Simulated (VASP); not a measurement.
# Si (a cell with a defect) in VASP: a series of runs, part 2 of 2

VASP 6.6.1. Earlier steps stand in the parts before.

### 3 Single point, PBEsol

INCAR

```
PREC = Accurate ; ENCUT = 520
EDIFF = 1E-7 ; ISMEAR = -1
SIGMA = 0.02 ; LREAL = Auto
LASPH = True ; NELM = 80
ALGO = Normal ; ISIF = 2
LWAVE = False ; LCHARG = False
GGA = PS ; NBANDS = 48
```

KPOINTS

```
Automatic mesh
0
Gamma
  2 2 2
```

POSCAR

```
Si
1.0
    0.0000000000      5.4300000000      5.4300000000
    5.4300000000      0.0000000000      5.4300000000
    5.4300000000      5.4300000000      0.0000000000
Si
17
Direct
   -0.0102963514      0.0027129323      0.0027340608
    0.0991370645      0.1336883921      0.1334975978
   -0.0104256035      0.0028820709      0.5046660105
    0.1295449338      0.1072100031      0.6315474436
   -0.0102928166      0.5048613208      0.0027284345
    0.1296809660      0.6315465534      0.1072360373
    0.0782945905      0.4738829386      0.4739404730
    0.1295439996      0.6317030246      0.6315424322
    0.4719881742      0.0094704101      0.0090803979
    0.6171452504      0.1243109839      0.1238143895
    0.5039763495     -0.0401097875      0.5178484885
    0.6169972306      0.1243379806      0.6343409808
    0.5039721079      0.5183402355     -0.0406445423
    0.6171491416      0.6347397230      0.1238143353
    0.5039723486      0.5182998225      0.5178551760
    0.6968595323      0.6012207117      0.6007147740
    0.4906630621      0.3366556346      0.3360472706
```

Potentials or basis: VASP PAW PBE potentials, release 64 (Si).

Run with:

```sh
> cat potpaw_PBE.64/Si/POTCAR > POTCAR
> mpirun -np 1 vasp_std > vasp.out
```

OUTCAR:

```text
PREC = Accurate
   ENCUT = 520
   EDIFF = 1E-7
   ISMEAR = -1
   LREAL = Auto
   LASPH = True
   NELM = 80
   ISIF = 2
   GGA = PS

 ion  position               nearest neighbor table
   1  0.990  0.003  0.003-   2 2.33   6 2.33   4 2.33  10 2.34
   2  0.099  0.134  0.133-   3 2.33   1 2.33   5 2.33   9 2.34
   3  0.990  0.003  0.505-   2 2.33   8 2.33   4 2.33  12 2.34
   4  0.130  0.107  0.632-   1 2.33   3 2.33   7 2.35  11 2.35
   5  0.990  0.505  0.003-   2 2.33   6 2.33   8 2.33  14 2.34
   6  0.130  0.632  0.107-   5 2.33   1 2.33   7 2.35  13 2.35
   7  0.078  0.474  0.474-   8 2.35   4 2.35   6 2.35  16 2.39  17 2.59
   8  0.130  0.632  0.632-   5 2.33   3 2.33   7 2.35  15 2.35
   9  0.472  0.009  0.009-   2 2.34  12 2.35  14 2.35  10 2.35
  10  0.617  0.124  0.124-   1 2.34   9 2.35  17 2.40  13 2.48  11 2.48
  11  0.504  0.960  0.518-  16 2.30   4 2.35  17 2.48  12 2.48  10 2.48
  12  0.617  0.124  0.634-   3 2.34   9 2.35  17 2.40  11 2.48  15 2.48
  13  0.504  0.518  0.959-  16 2.30   6 2.35  17 2.48  10 2.48  14 2.48
  14  0.617  0.635  0.124-   5 2.34   9 2.35  17 2.40  13 2.48  15 2.48
  15  0.504  0.518  0.518-  16 2.30   8 2.35  17 2.48  12 2.48  14 2.48
  16  0.697  0.601  0.601-  13 2.30  15 2.30  11 2.30   7 2.39
  17  0.491  0.337  0.336-  14 2.40  10 2.40  12 2.40  13 2.48  15 2.48  11 2.48   7 2.59

  LATTYP: Found a face centered cubic cell.
 ALAT       =    10.8600000000

  Lattice vectors:

 A1 = (   0.0000000000,   5.4300000000,   5.4300000000)
 A2 = (   5.4300000000,   0.0000000000,   5.4300000000)
 A3 = (   5.4300000000,   5.4300000000,   0.0000000000)

Analysis of symmetry for initial positions (statically):
=====================================================================
 Subroutine PRICEL returns:
 Original cell was already a primitive cell.

 Routine SETGRP: Setting up the symmetry group for a
 face centered cubic supercell.

 Subroutine GETGRP returns: Found  1 space group operations
 (whereof  1 operations were pure point group operations)
 out of a pool of 48 trial point group operations.

The static configuration has the point symmetry C_1 .

[... 151 lines left out ...]
   LHFCALC =     F    Hartree Fock is set to
   AEXX    =    0.0000 exact exchange contribution
   IVDW    =     0    specifies the selected vdW correction
   LEPSILON=     F    determine dielectric tensor
   LRPA    =     F    only Hartree local field effects (RPA)
 non-spin polarized calculation
  energy-cutoff  :      520.00
  volume of cell :      320.21
 maximum number of plane-waves:      8646
 NGX is ok and might be reduce to    60
   NGX = 29   NGY = 29   NGZ = 29

 number of electron      68.0000000 magnetization

 Free energy of the ion-electron system (eV)
  ---------------------------------------------------
  ext. energy  EPLUGINS =         0.00000000
  ---------------------------------------------------
  free energy    TOTEN  =       -93.67146193 eV

  energy without entropy =      -93.66040122  energy(sigma->0) =      -93.66593157

 E-fermi :   6.6749     XC(G=0):  -9.8252

 val. band max:        6.6047020080   @ k =   0.0000   0.0000   0.0000
 cond. band min:       6.6867827689   @ k =   0.5000   0.0000   0.5000
 fundamental gap:      0.0820807609
 Fermi energy:         6.6748537854

 k-point     1 :       0.0000    0.0000    0.0000
  band No.  band energies     occupation
      1      -6.2989      2.00000
      2      -3.9155      2.00000
      3      -3.6409      2.00000
      4      -3.6397      2.00000
      5      -3.4560      2.00000
      6      -2.7999      2.00000
[... 381 lines left out ...]
     45      10.1853      0.00000
     46      10.2900      0.00000
 [bands above 46 left out]

------------------------ aborting loop because EDIFF is reached ----------------------------------------

  FORCE on cell =-STRESS in cart. coord.  units (eV):
  Direction    XX          YY          ZZ          XY          YZ          ZX
  --------------------------------------------------------------------------------------
  -------------------------------------------------------------------------------------
  Total        4.9059782      4.9057987      4.9061602      0.9412515     -0.9415030      0.9483179
  in kB       24.5474685     24.5465703     24.5483790      4.7096299     -4.7108883      4.7449871
  external PRESSURE =      24.5474726 kB  Pullay stress =       0.0000000 kB

 VOLUME and BASIS-vectors are now :
 -----------------------------------------------------------------------------
  energy-cutoff  :      520.00
  volume of cell :      320.21
      direct lattice vectors                 reciprocal lattice vectors
     0.000000000  5.430000000  5.430000000    -0.092081031  0.092081031  0.092081031
     5.430000000  0.000000000  5.430000000     0.092081031 -0.092081031  0.092081031
     5.430000000  5.430000000  0.000000000     0.092081031  0.092081031 -0.092081031

 POSITION                                       TOTAL-FORCE (eV/Angst)
 -----------------------------------------------------------------------------------
      0.02958      5.38894      5.38882         0.019847     -0.007721     -0.003238
      1.45082      1.26321      1.26424        -0.012304      0.012063      0.012295
      2.75599      8.11373      5.38904         0.005754     -0.017524     -0.005626
      4.01145      4.13273      1.28558        -0.006397      0.005415      0.006000
      2.75621      5.38893      8.11551         0.003258     -0.007610     -0.020014
      4.01159      1.28646      4.13347        -0.001967     -0.000198      0.001913
[... 9 lines left out ...]
      6.52651      7.04583      7.04858         0.003477     -0.003296     -0.003556
      3.65278      4.48904      4.49234         0.014256     -0.009708     -0.014540
 -----------------------------------------------------------------------------------
    total drift:                               -0.005673      0.005609      0.005429

  FREE ENERGIE OF THE ION-ELECTRON SYSTEM (eV)
  ---------------------------------------------------
  free  energy   TOTEN  =       -93.6714619285 eV

  energy  without entropy=      -93.6604012184  energy(sigma->0) =      -93.66593157
```

OSZICAR:

```text
N       E                     dE             d eps       ncg     rms          rms(c)
DAV:   1     0.155457903147E+03    0.15546E+03   -0.26076E+04   768   0.117E+03
DAV:   2    -0.804225615791E+02   -0.23588E+03   -0.22380E+03   928   0.170E+02
DAV:   3    -0.951710935318E+02   -0.14749E+02   -0.14393E+02  1000   0.372E+01
DAV:   4    -0.954946474805E+02   -0.32355E+00   -0.32167E+00   944   0.669E+00
DAV:   5    -0.955026131614E+02   -0.79657E-02   -0.79593E-02   952   0.999E-01    0.147E+01
DAV:   6    -0.941955193239E+02    0.13071E+01   -0.96061E-01   912   0.297E+00    0.879E+00
DAV:   7    -0.936691635123E+02    0.52636E+00   -0.11626E+00   880   0.317E+00    0.105E+00
DAV:   8    -0.936720802818E+02   -0.29168E-02   -0.75256E-02   968   0.997E-01    0.480E-01
DAV:   9    -0.936711158007E+02    0.96448E-03   -0.71313E-03   912   0.289E-01    0.270E-01
DAV:  10    -0.936713497723E+02   -0.23397E-03   -0.13873E-03   920   0.126E-01    0.112E-01
DAV:  11    -0.936714536876E+02   -0.10392E-03   -0.18893E-04   896   0.499E-02    0.398E-02
DAV:  12    -0.936714609566E+02   -0.72690E-05   -0.23336E-05   928   0.171E-02    0.897E-03
DAV:  13    -0.936714618036E+02   -0.84702E-06   -0.25306E-06   904   0.584E-03    0.281E-03
DAV:  14    -0.936714619451E+02   -0.14145E-06   -0.21739E-07   656   0.162E-03    0.947E-04
DAV:  15    -0.936714619285E+02    0.16628E-07   -0.45057E-08   576   0.856E-04
   1 F= -.93671462E+02 E0= -.93665932E+02  d E =-.110607E-01
```

stdout:

```text
POSCAR found type information on POSCAR Si
 POSCAR found :  1 types and      17 ions
 scaLAPACK will be used
 -----------------------------------------------------------------------------
|                                                                             |
|                                                                             |
|     You enforced a specific xc type in the INCAR file but a different       |
|     I HOPE YOU KNOW WHAT YOU ARE DOING!                                     |
|                                                                             |
 -----------------------------------------------------------------------------

 LDA part: xc-table for (Slater+PW92), standard interpolation
 POSCAR, INCAR and KPOINTS ok, starting setup
 FFT: planning ... GRIDC
 FFT: planning ... GRID_SOFT
 FFT: planning ... GRID
 WAVECAR not read
 entering main loop
```

Run time: 3.7 min. Hardware: 1 thread of Intel Xeon Platinum 8488C (Sapphire Rapids), shared host; peak memory 0.46 GiB.

What came out:

* Free energy: -93.6715 eV
* Pressure: 2.5 GPa
* Largest force: 0.023 eV/Å
* Band gap on the k mesh: zero (band 34 reaches 6.69 eV, above the bottom of band 35 at 6.60 eV)

Forces in eV/Å, atoms in the order of the input:
```
Si   0.020 -0.008 -0.003
Si  -0.012  0.012  0.012
Si   0.006 -0.018 -0.006
Si  -0.006  0.005  0.006
Si   0.003 -0.008 -0.020
Si  -0.002  0.000  0.002
Si  -0.003  0.000  0.003
Si  -0.006  0.005  0.006
Si   0.011 -0.011 -0.011
Si  -0.019 -0.003 -0.006
Si  -0.009  0.009 -0.002
Si   0.003  0.020 -0.003
Si  -0.011  0.002  0.012
Si   0.006 -0.003  0.019
Si   0.002  0.009  0.009
Si   0.003 -0.003 -0.004
Si   0.014 -0.010 -0.015
```

Stress tensor (GPa, compression positive):
```
 2.45  0.47  0.47
 0.47  2.45 -0.47
 0.47 -0.47  2.45
```

Caveat: the k points lie up to 0.50 Å⁻¹ apart; the PAW data sets were made with another functional, which shifts forces and pressure a little.
